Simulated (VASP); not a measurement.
**InO: single point with LDA**

The system is InO, a slab with vacuum.

```
CELL_PARAMETERS angstrom
3.45361 0.00000 0.00000
-1.72681 2.99092 0.00000
0.00000 0.00000 15.87710
ATOMIC_POSITIONS crystal
In 0.66667 0.33333 0.40998
In 0.66667 0.33333 0.59002
O 0.00000 0.00000 0.36013
O 0.00000 0.00000 0.63987
```

```yaml
Program: VASP 6.6.1
Task: single point
Functional: LDA
Potentials_or_basis: VASP PAW LDA potentials, release 64 (In_d, O)
Cutoff: 600 eV
k_mesh: 9 × 9 × 2
Occupations: fermi-dirac, width 0.05 eV
Spin: no spin polarisation
```

* Largest force: 0.544 eV/Å
* Band gap on the k mesh: 0.29 eV (least direct gap 1.01 eV)

Forces on the atoms (eV/Å):
```
In   0.000  0.000 -0.177
In   0.000  0.000  0.177
O    0.000  0.000  0.544
O    0.000  0.000 -0.544
```

Levels at points of the mesh, in eV from the valence-band top:
```csv
k point,band 17,band 18,band 19,band 20,band 21,band 22
"(0.00, 0.00, 0.00)",-1.67,-1.67,-0.72,0.29,3.20,6.41
"(0.00, 0.00, 0.50)",-1.67,-1.67,-0.72,0.29,3.20,6.24
```

Wall time 2.6 min on 1 thread of Intel(R) Xeon(R) Platinum 8488C (Sapphire Rapids), on a shared host, peak memory 0.3 GiB.

Caveat: spin-orbit coupling is left out, which moves the levels of the heavy elements.
